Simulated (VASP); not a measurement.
**Mg2Si: single point with r2SCAN**

Mg2Si:

```
CELL_PARAMETERS angstrom
0.00000 3.16896 3.16896
3.16896 0.00000 3.16896
3.16896 3.16896 0.00000
ATOMIC_POSITIONS crystal
Si 0.00000 0.00000 0.00000
Mg 0.25000 0.25000 0.25000
Mg 0.75000 0.75000 0.75000
```

```
Program                : VASP 6.6.1
Task                   : single point
Functional             : r2SCAN
Potentials or basis    : VASP PAW PBE potentials, release 64 (Si, Mg)
Cutoff                 : 660 eV
k mesh                 : 8 × 8 × 8
Occupations            : gaussian, width 0.01 eV
Spin                   : no spin polarisation
Dipole correction      : no
Further INCAR settings : ALGO = Normal; EDIFF = 1e-06; NBANDS = 11
```

| Quantity | Value |
| --- | --- |
| Pressure | -0.3 GPa |
| Band gap on the k mesh | 0.45 eV (least direct gap 2.48 eV) |

Levels at points of the mesh, in eV from the valence-band top:
```tsv
k point	band 1	band 2	band 3	band 4	band 5	band 6	band 7	band 8
(0.00, 0.00, 0.00)	-9.54	0.00	0.00	0.00	2.50	2.84	2.84	2.84
(0.50, 0.00, 0.00)	-8.05	-4.91	-0.74	-0.74	1.74	2.83	2.83	5.64
(0.50, 0.50, 0.00)	-7.46	-4.56	-2.04	-2.04	0.45	0.76	8.69	8.69
```

It took 3.1 min on 1 thread of Intel Xeon 8259CL, with other jobs on the host, peak memory 0.26 GiB.

Caveat: the structure was generated, so it needn't be the stable form of Mg2Si; semilocal functionals underestimate gaps, and a narrow one can read as zero; the PAW data sets were made with another functional, which shifts forces and pressure a little. A k mesh can miss the band edges.
